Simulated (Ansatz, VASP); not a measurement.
# BaTiO3: VASP beside Ansatz

```
CELL_PARAMETERS angstrom
3.69769 0.00000 0.00000
0.00000 3.69769 0.00000
0.00000 0.00000 4.18005
ATOMIC_POSITIONS crystal
Ba 0.00000 0.00000 0.00000
Ti 0.50000 0.50000 0.50000
O 0.50000 0.50000 0.00000
O 0.50000 0.00000 0.50000
O 0.00000 0.50000 0.50000
```

Change from the starting cell: strain -0.080 along x and y, +0.040 along z, atoms carried along.

Alike in both runs: task single point; functional PBE; k mesh 8 × 8 × 8; occupations gaussian, width 0.05 eV; no spin polarisation.

|  | VASP | Ansatz |
| --- | --- | --- |
| version | VASP 6.6.1 | Ansatz 0.2.0 |
| potentials or method | VASP PAW PBE potentials, release 64 (Ba_sv, Ti_sv, O), cutoff 520 eV | scalar-relativistic, plane waves, PAW |
| valence electrons in the cell | 40 | 40 |

VASP gave:

```
gap on the k mesh at the Fermi level (eV)                     : 1.68
least direct gap on the mesh (eV)                             : 1.81
pressure (GPa)                                                : 35.4
traceless stress, the component that is largest in VASP (GPa) : -25.10
```

Estimate Ansatz's values.

gap on the k mesh at the Fermi level (eV): 1.74; least direct gap on the mesh (eV): 1.86; pressure (GPa): 32.6; traceless stress, the component that is largest in VASP (GPa): -24.22.

Both programs put the cell under a high pressure, so it lies far from rest at this level. With one functional, cell and mesh, what is left measures potentials, basis and numerics.

Neither program's run includes spin-orbit coupling.
